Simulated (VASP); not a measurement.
Runs of VASP 6.6.1 on ZnSe. The structure is that of space group I-4m2 (No. 119), or close to it. The cells are those of the table. 

```csv
level,cell,k mesh,cutoff (eV),smearing,grid for exact exchange (PRECFOCK),share of exact exchange,screening parameter,gap on the mesh (eV),pressure (GPa)
PBE,"a = 4.090, b = 4.090, c = 4.173 Å, angles 59.3, 59.3, 61.3°, 2 atoms",8 × 8 × 8,520,fermi-dirac 0.02 eV,-,-,-,0.88,-2.2
HSE06,"a = 4.025, b = 4.025, c = 3.805 Å, angles 61.8, 61.8, 56.4°, 2 atoms",6 × 6 × 6,400,gaussian 0.01 eV,Normal,0.25,0.2079 1/Å,(b),(c)
PBE,"a = 4.025, b = 4.025, c = 3.805 Å, angles 61.8, 61.8, 56.4°, 2 atoms",8 × 8 × 8,520,fermi-dirac 0.02 eV,-,-,-,1.27,5.7
r2SCAN,"a = 4.025, b = 4.025, c = 3.805 Å, angles 61.8, 61.8, 56.4°, 2 atoms",8 × 8 × 8,520,gaussian 0.01 eV,-,-,-,1.86,(a)
PBE,"a = 4.090, b = 4.090, c = 4.173 Å, angles 59.3, 59.3, 61.3°, 2 atoms",4 × 4 × 4,520,gaussian 0.01 eV,-,-,-,0.87,-2.0
```

Alike in all rows: task single point; potentials or basis VASP PAW PBE potentials, release 64 (Zn, Se); no spin polarisation.

Fill in the values left out.

(a) 3.4; (b) 2.40; (c) 4.3.

Caveats: some runs use coarse meshes; the cell stands under pressure (at least some runs); the PAW data sets were made with another functional, which shifts forces and pressure a little (at least some runs).

A k mesh can miss the band edges, and the runs leave out spin-orbit coupling on Se.
